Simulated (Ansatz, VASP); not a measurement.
# One calculation of LuH2, two programs

Contents of POSCAR:

```
LuH2
1.0
    0.0000000000      2.5532890000      2.5532890000
    2.5532890000      0.0000000000      2.5532890000
    2.5532890000      2.5532890000      0.0000000000
Lu H
1 2
Direct
    0.0000000000      0.0000000000      0.0000000000
    0.2500000000      0.2500000000      0.2500000000
    0.7500000000      0.7500000000      0.7500000000
```

Contents of INCAR.step1:

```
PREC = Accurate
ENCUT = 520
ISMEAR = -1
SIGMA = 0.0253
LREAL = F
LASPH = T
NELM = 60
NBANDS = 20
GGA = PE
ALGO = Normal
EDIFF = 1E-4
LWAVE = T
LCHARG = F
```

INCAR.step2

```
PREC = Accurate
ENCUT = 520
EDIFF = 1E-7
ISMEAR = -1
SIGMA = 0.0253
LREAL = F
LASPH = T
NELM = 60
ALGO = Normal
ISIF = 2
LWAVE = F
LCHARG = F
METAGGA = R2SCAN
LMIXTAU = T
NBANDS = 20
ISTART = 1
```

Contents of KPOINTS:

```
regular mesh
0
Gamma
  11 11 11
```

Input for Ansatz:

```yaml
crystal:
  lattice:
    - [0.0, 2.553289, 2.553289]
    - [2.553289, 0.0, 2.553289]
    - [2.553289, 2.553289, 0.0]
  atoms:
    - { symbol: Lu, position: [0.0, 0.0, 0.0] }
    - { symbol: H, position: [0.25, 0.25, 0.25] }
    - { symbol: H, position: [0.75, 0.75, 0.75] }
  symmetry: { tolerance: 0.0003 }
kpoints:
  mp_grid: { grid: [11, 11, 11], shift: [0, 0, 0] }
  band_path:
    path:
      - [0.0, 0.0, 0.0]
      - [0.5, 0.0, 0.5]
      - [0.625, 0.25, 0.625]
      - [0.375, 0.375, 0.75]
      - [0.0, 0.0, 0.0]
      - [0.5, 0.5, 0.5]
      - [0.5, 0.25, 0.75]
      - [0.5, 0.0, 0.5]
    npoints: 20
magnetization:
  spin_polarized: false
scf:
  occupations: { method: fermi_dirac, width: 0.0253 }
  lower_state_search: "off"
  max_iter: 200
hamiltonian:
  pseudopotentials: { kind: paw }
  xc: r2scan
basis:
  ecutwfc: 500
  fft_grid_basis: typed
output:
  forces: true
  stress: true
  eigenvalues: true
  bader: true
  populations: true
  elf: true
  write_potential: true
  volumetric_format: npy
  dos:
    e_range: [-12, 8]
    de: 0.05
    projected: { site_lists: { H: [H], Lu: [Lu] } }
  write_density: true
checkpoint:
  read: saved_state
```

Alike in both runs: task single point; functional r2SCAN; k mesh 11 × 11 × 11; occupations fermi-dirac, width 0.0253 eV; no spin polarisation.

|  | VASP | Ansatz |
| --- | --- | --- |
| version | VASP 6.6.1 | Ansatz 0.2.0 |
| potentials or method | VASP PAW PBE potentials, release 64 (Lu, H), cutoff 520 eV | PAW plane waves |
| valence electrons in the cell | 27 | 27 |

Ansatz gave:

- pressure (GPa): -5.8

Task: What did VASP give for the same quantities?

Result: Pressure (GPa): -5.5.

VASP's potentials were made for PBE, not for r2SCAN. The functional is the same, so the differences come from potentials, cutoffs and numerics.

Neither program's run includes spin-orbit coupling.
